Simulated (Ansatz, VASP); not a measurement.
Co: VASP beside Ansatz

Contents of INCAR:

```
SYSTEM = Co
PREC = Accurate
ENCUT = 520
EDIFF = 1E-6
ISMEAR = -1
SIGMA = 0.08
LREAL = .FALSE.
LASPH = .TRUE.
NELM = 60
ALGO = Normal
ISIF = 2
LWAVE = .FALSE.
LCHARG = .FALSE.
GGA = PE
NBANDS = 16
```

Contents of KPOINTS:

```
Automatic mesh
0
G
  15 15 8
  0 0 0
```

The input POSCAR:

```
Co
1.0
    2.4365880777      0.0000000000      0.0000000000
   -1.2182940388      2.1101471738      0.0000000000
    0.0000000000      0.0000000000      3.9803419532
Co
2
Direct
    0.6666666667      0.3333333333      0.2598610000
    0.3333333333      0.6666666667      0.7401390000
```

Input for Ansatz:

```yaml
crystal:
  lattice:
    - [2.4365880777, 0.0, 0.0]
    - [-1.2182940388, 2.1101471738, 0.0]
    - [0.0, 0.0, 3.9803419532]
  atoms:
    - { symbol: Co, position: [0.6666666667, 0.3333333333, 0.259861] }
    - { symbol: Co, position: [0.3333333333, 0.6666666667, 0.740139] }
kpoints:
  mp_grid: { grid: [15, 15, 8] }
scf:
  occupations: { method: fermi_dirac, width: 0.08 }
  lower_state_search: "off"
hamiltonian:
  xc: pbe
  pseudopotentials: { kind: paw }
output:
  forces: true
  stress: true
  eigenvalues: true
```

Change from the starting cell: volume scaled by 0.94, no spin polarisation, PAW files.

Alike in both runs: task single point; functional PBE; k mesh 15 × 15 × 8; occupations fermi-dirac, width 0.08 eV; no spin polarisation.

|  | VASP | Ansatz |
| --- | --- | --- |
| version | VASP 6.6.1 | Ansatz 0.2.0 |
| potentials or method | VASP PAW PBE potentials, release 64 (Co) | PAW with Ansatz's default frozen-core files, scalar-relativistic |
| plane-wave cutoff (eV) | 520 | 420 |
| valence electrons in the cell | 18 | 34 |

```csv
,VASP,Ansatz,Ansatz less VASP
pressure (GPa),3.0,3.9,+0.85
"traceless stress, the component that is largest in VASP (GPa)",-2.22,-2.23,-0.013
rms of the force components (eV/Å),0.447,0.457,+0.0104
```

Atom by atom the forces differ by 0.010 eV/Å (rms over components). VASP's potentials hold 18 valence electrons a cell and Ansatz's 34, so a difference there can come from the potentials and not from the codes.
